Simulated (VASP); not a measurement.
# Ti (P6_3/mmc) in VASP: notebook, part 2 of 2

VASP 6.6.1. Earlier steps stand in the parts before.

### 3 Electric field gradients, LDA

This run uses another cell than the first one, of 17.66 Å³/atom, 1.042 times its volume.

Contents of INCAR:

```
SYSTEM = Ti
PREC = Accurate
ENCUT = 400
EDIFF = 1E-8
ISMEAR = -1
SIGMA = 0.05
LREAL = .FALSE.
LASPH = .TRUE.
NELM = 120
ALGO = Normal
ISIF = 2
LWAVE = .FALSE.
LCHARG = .FALSE.
GGA = CA
LEFG = .TRUE.
NBANDS = 19
GGA_COMPAT = .FALSE.
```

Contents of KPOINTS:

```
Automatic mesh
0
G
  14 14 8
  0 0 0
```

Contents of POSCAR:

```
Ti
1.0
    2.9499978604      0.0000000000      0.0000000000
   -1.4749989302      2.5547730882      0.0000000000
    0.0000000000      0.0000000000      4.6860000000
Ti
2
Direct
    0.3333333333      0.6666666667      0.2500000000
    0.6666666667      0.3333333333      0.7500000000
```

Potentials or basis: VASP PAW LDA potentials, release 64 (Ti_sv).

On the command line:

```
> cat potpaw_LDA.64/Ti_sv/POTCAR > POTCAR
> mpirun -np 1 vasp_std > vasp.out
```

OUTCAR:

```text
SYSTEM = Ti
   PREC = Accurate
   ENCUT = 400
   EDIFF = 1E-8
   ISMEAR = -1
   LREAL = .FALSE.
   LASPH = .TRUE.
   NELM = 120
   ISIF = 2
   GGA = CA

 ion  position               nearest neighbor table
   1  0.333  0.667  0.250-   2 2.90   2 2.90   2 2.90   2 2.90   2 2.90   2 2.90
   2  0.667  0.333  0.750-   1 2.90   1 2.90   1 2.90   1 2.90   1 2.90   1 2.90

  LATTYP: Found a hexagonal cell.
 ALAT       =     2.9499978604
 C/A-ratio  =     1.5884757284

  Lattice vectors:

 A1 = (   2.9499978604,   0.0000000000,   0.0000000000)
 A2 = (  -1.4749989302,   2.5547730882,   0.0000000000)
 A3 = (   0.0000000000,   0.0000000000,   4.6860000000)

Analysis of symmetry for initial positions (statically):
=====================================================================
 Subroutine PRICEL returns:
 Original cell was already a primitive cell.

 Routine SETGRP: Setting up the symmetry group for a
 hexagonal supercell.

 Subroutine GETGRP returns: Found 24 space group operations
 (whereof 12 operations were pure point group operations)
 out of a pool of 24 trial point group operations.

The static configuration has the point symmetry D_3d.
 The point group associated with its full space group is D_6h.

Analysis of symmetry for dynamics (positions and initial velocities):
=====================================================================
 Subroutine PRICEL returns:
 Original cell was already a primitive cell.

 Routine SETGRP: Setting up the symmetry group for a
 hexagonal supercell.

 Subroutine GETGRP returns: Found 24 space group operations
 (whereof 12 operations were pure point group operations)
[... 159 lines left out ...]
  band No.  band energies     occupation
      1     -48.2597      2.00000
      2     -48.1239      2.00000
      3     -25.2316      2.00000
      4     -24.5983      2.00000
      5     -24.5983      2.00000
      6     -24.5412      2.00000
[... 505 lines left out ...]
      6     -24.8416      2.00000
[... 11 lines left out ...]
     18      11.1125      0.00000
     19      13.5083      0.00000

 [... further k-points ...]

------------------------ aborting loop because EDIFF is reached ----------------------------------------

  FORCE on cell =-STRESS in cart. coord.  units (eV):
  Direction    XX          YY          ZZ          XY          YZ          ZX
  --------------------------------------------------------------------------------------
  -------------------------------------------------------------------------------------
  Total       -2.3072840     -2.3072840     -2.4393248      0.0000000     -0.0000000      0.0000000
  in kB     -104.6731542   -104.6731542   -110.6633693      0.0000000     -0.0000000      0.0000000
  external PRESSURE =    -106.6698926 kB  Pullay stress =       0.0000000 kB

 VOLUME and BASIS-vectors are now :
 -----------------------------------------------------------------------------
  energy-cutoff  :      400.00
  volume of cell :       35.32
      direct lattice vectors                 reciprocal lattice vectors
     2.949997860  0.000000000  0.000000000     0.338983297  0.195712098  0.000000000
    -1.474998930  2.554773088  0.000000000     0.000000000  0.391424195  0.000000000
     0.000000000  0.000000000  4.686000000     0.000000000  0.000000000  0.213401622

 POSITION                                       TOTAL-FORCE (eV/Angst)
 -----------------------------------------------------------------------------------
     -0.00000      1.70318      1.17150         0.000000     -0.000000      0.000000
      1.47500      0.85159      3.51450        -0.000000      0.000000      0.000000
 -----------------------------------------------------------------------------------
    total drift:                               -0.000000      0.000000     -0.000000

  FREE ENERGIE OF THE ION-ELECTRON SYSTEM (eV)
  ---------------------------------------------------
  free  energy   TOTEN  =       -16.9908090908 eV

  energy  without entropy=      -16.9730096738  energy(sigma->0) =      -16.98190938

 Electric field gradients (V/A^2)
---------------------------------------------------------------------
 ion       V_xx      V_yy      V_zz      V_xy      V_xz      V_yz
---------------------------------------------------------------------
   1      -8.646    -8.643    17.289     0.003     0.000    -0.000
   2      -8.646    -8.643    17.289     0.003    -0.000     0.000
---------------------------------------------------------------------

 Electric field gradients after diagonalization (V/A^2)
 (convention: |V_zz| > |V_xx| > |V_yy|)
----------------------------------------------------------------------
 ion       V_xx      V_yy      V_zz     asymmetry (V_yy - V_xx)/ V_zz
----------------------------------------------------------------------
   1      -8.647    -8.641    17.289       0.000
   2      -8.647    -8.641    17.289       0.000
----------------------------------------------------------------------

           NMR quadrupolar parameters

 Cq : quadrupolar parameter    Cq=e*Q*V_zz/h
 eta: asymmetry parameters     (V_yy - V_xx)/ V_zz
 Q  : nuclear electric quadrupole moment in mb (millibarn)
----------------------------------------------------------------------
 ion       Cq(MHz)       eta       Q (mb)
----------------------------------------------------------------------
   1       0.042       0.000       1.000
   2       0.042       0.000       1.000
----------------------------------------------------------------------
```

OSZICAR:

```text
N       E                     dE             d eps       ncg     rms          rms(c)
DAV:   1     0.238692224701E+03    0.23869E+03   -0.11469E+04  4576   0.132E+03
DAV:   2     0.911681430583E+01   -0.22958E+03   -0.22580E+03  4743   0.400E+02
DAV:   3    -0.181101550072E+02   -0.27227E+02   -0.26947E+02  8449   0.115E+02
DAV:   4    -0.191791067622E+02   -0.10690E+01   -0.10676E+01  5223   0.232E+01
DAV:   5    -0.192250499579E+02   -0.45943E-01   -0.45939E-01  6703   0.348E+00    0.115E+01
DAV:   6    -0.170151864569E+02    0.22099E+01   -0.81714E+00  5302   0.275E+01    0.274E+00
DAV:   7    -0.169846656038E+02    0.30521E-01   -0.64463E-01  6776   0.532E+00    0.194E+00
DAV:   8    -0.169973548107E+02   -0.12689E-01   -0.17320E-01  4922   0.510E+00    0.646E-01
DAV:   9    -0.169904664136E+02    0.68884E-02   -0.37407E-02  5165   0.202E+00    0.571E-02
DAV:  10    -0.169907818899E+02   -0.31548E-03   -0.22820E-03  6647   0.263E-01    0.828E-02
DAV:  11    -0.169908151135E+02   -0.33224E-04   -0.10019E-04  5186   0.743E-02    0.393E-02
DAV:  12    -0.169908086610E+02    0.64525E-05   -0.40833E-05  5020   0.539E-02    0.232E-03
DAV:  13    -0.169908089795E+02   -0.31840E-06   -0.15983E-06  6015   0.893E-03    0.224E-03
DAV:  14    -0.169908091460E+02   -0.16651E-06   -0.23375E-07  5715   0.364E-03    0.756E-04
DAV:  15    -0.169908091093E+02    0.36713E-07   -0.12677E-08  3606   0.969E-04    0.152E-04
DAV:  16    -0.169908090957E+02    0.13523E-07   -0.12165E-09  2493   0.396E-04    0.288E-05
DAV:  17    -0.169908090908E+02    0.49463E-08   -0.49974E-10  2433   0.223E-04
   1 F= -.16990809E+02 E0= -.16981909E+02  d E =-.177994E-01
```

Run time: 52 s. Hardware: 1 thread of Intel Xeon 6975P-C, shared host; peak memory 0.16 GiB.

What came out:

* Free energy: -16.9908 eV
* Pressure: -10.7 GPa
* Band gap on the k mesh: zero (band 12 reaches 8.66 eV, above the bottom of band 13 at 7.67 eV)

Levels at points of the mesh, in eV from the Fermi level:
```
           k point  band 8  band 9  band 10  band 11  band 12  band 13  band 14  band 15  band 16  band 17
(0.00, 0.00, 0.00)  -32.42   -6.06    -2.63     0.74     0.74     0.81     0.84     1.22     1.22     1.57
(0.50, 0.00, 0.00)  -32.49   -2.28    -2.10    -1.81    -0.55     0.45     0.59     1.13     3.27     3.46
(0.00, 0.00, 0.50)  -32.47   -4.24    -4.24     0.08     0.08     0.65     0.65     0.65     0.65     2.71
(0.50, 0.00, 0.50)  -32.57   -2.48    -2.48    -0.80    -0.80     1.36     1.36     1.67     1.67     3.40
```

Electric field gradients, principal values (V/Å²):
```
atom   least  middle  greatest (by size)
1 Ti  -8.641  -8.647              17.289
2 Ti  -8.641  -8.647              17.289
```

Caveat: without QUAD_EFG the Cq values of the log hold for a quadrupole moment of 1 mb, not for the nuclei.

### 4 Electric field gradients, r2SCAN

This run uses another cell than the first one, of 17.66 Å³/atom, 1.042 times its volume.

POSCAR is that of step 3.

Contents of INCAR.step1:

```
PREC = Accurate ; ENCUT = 440
ISMEAR = -1 ; SIGMA = 0.05
LREAL = False ; LASPH = True
NELM = 120 ; NBANDS = 19
GGA = PE ; ALGO = Normal
EDIFF = 1E-5 ; LWAVE = True
LCHARG = False ; GGA_COMPAT = False
```

Contents of INCAR.step2:

```
PREC = Accurate ; ENCUT = 440
EDIFF = 1E-8 ; ISMEAR = -1
SIGMA = 0.05 ; LREAL = False
LASPH = True ; NELM = 120
ALGO = Normal ; ISIF = 2
LWAVE = False ; LCHARG = False
METAGGA = R2SCAN ; LMIXTAU = True
LEFG = True ; NBANDS = 19
ISTART = 1 ; GGA_COMPAT = False
```

Contents of KPOINTS:

```
regular mesh
0
Gamma
  14 14 8
```

Potentials or basis: VASP PAW PBE potentials, release 64 (Ti_sv).

On the command line:

```
> cat potpaw_PBE.64/Ti_sv/POTCAR > POTCAR
> cp INCAR.step1 INCAR
> mpirun -np 1 vasp_std > vasp.out
> cp INCAR.step2 INCAR
> mpirun -np 1 vasp_std > vasp.out
```

OUTCAR:

```text
PREC = Accurate
   ENCUT = 440
   EDIFF = 1E-8
   ISMEAR = -1
   LREAL = False
   LASPH = True
   NELM = 120
   ISIF = 2
   METAGGA = R2SCAN
   ISTART = 1

 ion  position               nearest neighbor table
   1  0.333  0.667  0.250-   2 2.90   2 2.90   2 2.90   2 2.90   2 2.90   2 2.90
   2  0.667  0.333  0.750-   1 2.90   1 2.90   1 2.90   1 2.90   1 2.90   1 2.90

  LATTYP: Found a hexagonal cell.
 ALAT       =     2.9499978604
 C/A-ratio  =     1.5884757284

  Lattice vectors:

 A1 = (   2.9499978604,   0.0000000000,   0.0000000000)
 A2 = (  -1.4749989302,   2.5547730882,   0.0000000000)
 A3 = (   0.0000000000,   0.0000000000,   4.6860000000)

Analysis of symmetry for initial positions (statically):
=====================================================================
 Subroutine PRICEL returns:
 Original cell was already a primitive cell.

 Routine SETGRP: Setting up the symmetry group for a
 hexagonal supercell.

 Subroutine GETGRP returns: Found 24 space group operations
 (whereof 12 operations were pure point group operations)
 out of a pool of 24 trial point group operations.

The static configuration has the point symmetry D_3d.
 The point group associated with its full space group is D_6h.

Analysis of symmetry for dynamics (positions and initial velocities):
=====================================================================
 Subroutine PRICEL returns:
 Original cell was already a primitive cell.

 Routine SETGRP: Setting up the symmetry group for a
 hexagonal supercell.

 Subroutine GETGRP returns: Found 24 space group operations
 (whereof 12 operations were pure point group operations)
 out of a pool of 24 trial point group operations.

The dynamic configuration has the point symmetry D_3d.
 The point group associated with its full space group is D_6h.

 Subroutine INISYM returns: Found 24 space group operations
 (whereof 12 operations are pure point group operations),
 and found     1 'primitive' translations

----------------------------------------------------------------------------------------

                                     Primitive cell

  volume of cell :      35.3164

  direct lattice vectors                    reciprocal lattice vectors
     2.949997860  0.000000000  0.000000000     0.338983297  0.195712098  0.000000000
    -1.474998930  2.554773088  0.000000000     0.000000000  0.391424195  0.000000000
     0.000000000  0.000000000  4.686000000     0.000000000  0.000000000  0.213401622

  length of vectors
     2.949997860  2.949997860  4.686000000     0.391424195  0.391424195  0.213401622

  position of ions in fractional coordinates (direct lattice)
     0.333333333  0.666666667  0.250000000
     0.666666667  0.333333333  0.750000000

  ion indices of the primitive-cell ions
   primitive index   ion index
                 1           1
                 2           2

----------------------------------------------------------------------------------------

 KPOINTS: regular mesh

Automatic generation of k-mesh.
[... 72 lines left out ...]
   ISIF   =      2    stress and relaxation
   ISYM   =      2    0-nonsym 1-usesym 2-fastsym
   POTIM  = 0.5000    time-step for ionic-motion
   TEBEG  =    0.0;   TEEND  =   0.0 temperature during run
   PSTRESS=    0.0 pullay stress
   NELECT =      24.0000    total number of electrons
   NUPDOWN=      -1.0000    fix difference up-down
   EMIN   =  10.00;   EMAX   =-10.00  energy-range for DOS
   EFERMI =   0.00;   METHOD = LEGACY
   ISMEAR =    -1;   SIGMA  =   0.05  broadening in eV -4-tet -1-fermi 0-gaus
   EFERMI_NEDOS =   21; number of points for ismear=-14 and -15
   IALGO  =     38    algorithm
   IMIX   =      4    mixing-type and parameters
     AMIX     =   0.40;   BMIX     =  1.00
     AMIX_MAG =   1.60;   BMIX_MAG =  1.00
  volume/ion in A,a.u.               =      17.66       119.16
  Fermi-wavevector in a.u.,A,eV,Ry     =   1.439306  2.719894 28.185854  2.071602
  Thomas-Fermi vector in A             =   2.558176
   LORBIT       =      0    0 simple, 1 ext, 2 COOP (PROOUT), +10 PAW based schemes
   METAGGA = R2SCAN    functional components
   LHFCALC =     F    Hartree Fock is set to
   AEXX    =    0.0000 exact exchange contribution
   IVDW    =     0    specifies the selected vdW correction
   LEPSILON=     F    determine dielectric tensor
   LRPA    =     F    only Hartree local field effects (RPA)
 non-spin polarized calculation
  energy-cutoff  :      440.00
  volume of cell :       35.32
 maximum number of plane-waves:       756
   NGX = 11   NGY = 11   NGZ = 17

 number of electron      24.0000006 magnetization

 Free energy of the ion-electron system (eV)
  ---------------------------------------------------
  ext. energy  EPLUGINS =         0.00000000
  ---------------------------------------------------
  free energy    TOTEN  =       -25.89562066 eV

  energy without entropy =      -25.88159414  energy(sigma->0) =      -25.88860740

 E-fermi :   8.2291     XC(G=0): -12.3112

 val. band max:        8.2260466291   @ k =   0.1429   0.0714   0.3750
 cond. band min:       8.2541079156   @ k =   0.2143   0.2143   0.5000
 fundamental gap:      0.0280612865
 Fermi energy:         8.2290841563

 k-point     1 :       0.0000    0.0000    0.0000
  band No.  band energies     occupation
      1     -51.0392      2.00000
      2     -50.9065      2.00000
      3     -26.5839      2.00000
      4     -25.9475      2.00000
      5     -25.9475      2.00000
      6     -25.8895      2.00000
[... 505 lines left out ...]
      6     -26.1896      2.00000
[... 11 lines left out ...]
     18      11.6836      0.00000
     19      13.9616      0.00000

 [... further k-points ...]

------------------------ aborting loop because EDIFF is reached ----------------------------------------

  FORCE on cell =-STRESS in cart. coord.  units (eV):
  Direction    XX          YY          ZZ          XY          YZ          ZX
  --------------------------------------------------------------------------------------
  -------------------------------------------------------------------------------------
  Total       -0.4661961     -0.4661961     -0.6257479     -0.0000000     -0.0000000      0.0000000
  in kB      -21.1496382    -21.1496382    -28.3879282     -0.0000000     -0.0000000      0.0000000
  external PRESSURE =     -23.5624016 kB  Pullay stress =       0.0000000 kB

 VOLUME and BASIS-vectors are now :
 -----------------------------------------------------------------------------
  energy-cutoff  :      440.00
  volume of cell :       35.32
      direct lattice vectors                 reciprocal lattice vectors
     2.949997860  0.000000000  0.000000000     0.338983297  0.195712098  0.000000000
    -1.474998930  2.554773088  0.000000000     0.000000000  0.391424195  0.000000000
     0.000000000  0.000000000  4.686000000     0.000000000  0.000000000  0.213401622

 POSITION                                       TOTAL-FORCE (eV/Angst)
 -----------------------------------------------------------------------------------
     -0.00000      1.70318      1.17150        -0.000000     -0.000000      0.000000
      1.47500      0.85159      3.51450         0.000000      0.000000      0.000000
 -----------------------------------------------------------------------------------
    total drift:                               -0.000000      0.000000     -0.000000

  FREE ENERGIE OF THE ION-ELECTRON SYSTEM (eV)
  ---------------------------------------------------
  free  energy   TOTEN  =       -25.8956206646 eV

  energy  without entropy=      -25.8815941406  energy(sigma->0) =      -25.88860740

 Electric field gradients (V/A^2)
---------------------------------------------------------------------
 ion       V_xx      V_yy      V_zz      V_xy      V_xz      V_yz
---------------------------------------------------------------------
   1      -8.247    -8.244    16.492     0.003     0.000    -0.000
   2      -8.247    -8.244    16.492     0.003    -0.000     0.000
---------------------------------------------------------------------

 Electric field gradients after diagonalization (V/A^2)
 (convention: |V_zz| > |V_xx| > |V_yy|)
----------------------------------------------------------------------
 ion       V_xx      V_yy      V_zz     asymmetry (V_yy - V_xx)/ V_zz
----------------------------------------------------------------------
   1      -8.249    -8.243    16.492       0.000
   2      -8.249    -8.243    16.492       0.000
----------------------------------------------------------------------

           NMR quadrupolar parameters

 Cq : quadrupolar parameter    Cq=e*Q*V_zz/h
 eta: asymmetry parameters     (V_yy - V_xx)/ V_zz
 Q  : nuclear electric quadrupole moment in mb (millibarn)
----------------------------------------------------------------------
 ion       Cq(MHz)       eta       Q (mb)
----------------------------------------------------------------------
   1       0.040       0.000       1.000
   2       0.040       0.000       1.000
----------------------------------------------------------------------
```

It took 3.7 min on 1 thread of Intel Xeon 6975P-C, shared host; peak memory 0.18 GiB.

Results:

```yaml
Free_energy: -25.8956 eV
Pressure: -2.4 GPa
Band_gap_on_the_k_mesh: zero (band 12 reaches 9.09 eV, above the bottom of band 13 at 7.86 eV)
```

Stress tensor (GPa, compression positive):
```
-2.11  0.00  0.00
 0.00 -2.11  0.00
 0.00  0.00 -2.84
```

Levels at points of the mesh, in eV from the Fermi level:
| k point | band 10 | band 11 | band 12 | band 13 | band 14 | band 15 |
| --- | --- | --- | --- | --- | --- | --- |
| (0.00, 0.00, 0.00) | -2.83 | 0.48 | 0.86 | 0.86 | 0.93 | 1.37 |
| (0.50, 0.00, 0.00) | -2.23 | -1.90 | -0.85 | 0.62 | 0.66 | 1.22 |
| (0.00, 0.00, 0.50) | -4.67 | 0.05 | 0.05 | 0.78 | 0.78 | 0.78 |
| (0.50, 0.00, 0.50) | -2.64 | -0.86 | -0.86 | 1.20 | 1.20 | 1.88 |

Electric field gradients, principal values (V/Å²):
| atom | least | middle | greatest (by size) |
| --- | --- | --- | --- |
| 1 Ti | -8.243 | -8.249 | 16.492 |
| 2 Ti | -8.243 | -8.249 | 16.492 |

Caveat: without QUAD_EFG the Cq values of the log hold for a quadrupole moment of 1 mb, not for the nuclei; the PAW data sets were made with another functional, which shifts forces and pressure a little.

### 5 The runs side by side

```tsv
level	potentials or basis	cell	cutoff (eV)	gap on the mesh (eV)	pressure (GPa)
PBEsol	VASP PAW PBE potentials, release 64 (Ti_sv)	a = 2.910, b = 2.910, c = 4.623 Å, angles 90.0, 90.0, 120.0°, 2 atoms	520	none	-1.8
LDA	VASP PAW LDA potentials, release 64 (Ti_sv)	a = 2.950, b = 2.950, c = 4.686 Å, angles 90.0, 90.0, 120.0°, 2 atoms	400	none	-10.7
r2SCAN	VASP PAW PBE potentials, release 64 (Ti_sv)	a = 2.950, b = 2.950, c = 4.686 Å, angles 90.0, 90.0, 120.0°, 2 atoms	440	none	-2.4
```

Alike in all rows: task electric field gradients; no spin polarisation; k mesh 14 × 14 × 8; smearing fermi-dirac 0.05 eV.

Caveats: the PAW data sets were made with another functional, which shifts forces and pressure a little (some runs).

Total energies depend on the potentials used, so only differences within one code and one set of settings carry meaning.
